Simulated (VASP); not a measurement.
Crystal: TiO2.

```
CELL_PARAMETERS angstrom
-1.89210 1.89210 4.75730
1.89210 -1.89210 4.75730
1.89210 1.89210 -4.75730
ATOMIC_POSITIONS crystal
Ti 0.00000 0.00000 0.00000
Ti 0.75000 0.25000 0.50000
O 0.20810 0.20810 0.00000
O 0.95810 0.45810 0.50000
O 0.54190 0.04190 0.50000
O 0.79190 0.79190 0.00000
```

```yaml
Program: VASP 6.6.1
Task: relaxation of volume and atoms at fixed shape
Functional: r2SCAN
Dispersion: D3(BJ)
Potentials_or_basis: VASP PAW PBE potentials, release 64 (Ti_sv, O)
Cutoff: 660 eV
k_mesh: 5 × 5 × 6
Occupations: gaussian, width 0.01 eV
Spin: no spin polarisation
Hubbard_terms: Ti d U = 6.9 eV, J = 0.9 eV
```

At the start: pressure 11.5 GPa; volume 11.35 Å³/atom.

Task: Where does the relaxation end?

Result: Over 6 steps the energy falls by 19.2 meV/atom and the volume is 11.92 Å³/atom (+5.0 %); space group I4_1/amd (No. 141, to 0.1 Å) before and after.

Step by step:
```csv
step,energy change (eV),largest force (eV/Å),pressure (GPa),volume (Å³)
1,0.0000,0.2206,11.55,68.13
2,0.1306,0.6014,-13.58,76.52
3,-0.1121,0.1516,-0.06,71.37
4,-0.1122,0.1449,0.15,71.31
5,-0.1147,0.0590,0.08,71.44
6,-0.1153,0.0023,0.04,71.53
```

Final structure:
```xyz
6
Lattice="-1.9231 1.9231 4.8353 1.9231 -1.9231 4.8353 1.9231 1.9231 -4.8353" Properties=species:S:1:pos:R:3 pbc="T T T"
Ti    0.0000    0.0000    0.0000
Ti    0.0000    1.9231    2.4176
O     0.0000    0.0000    2.0065
O     0.0000    1.9231    4.4242
O     0.0000    1.9231    0.4111
O     0.0000    0.0000    7.6641
```

Caveat: the PAW data sets were made with another functional, which shifts forces and pressure a little.
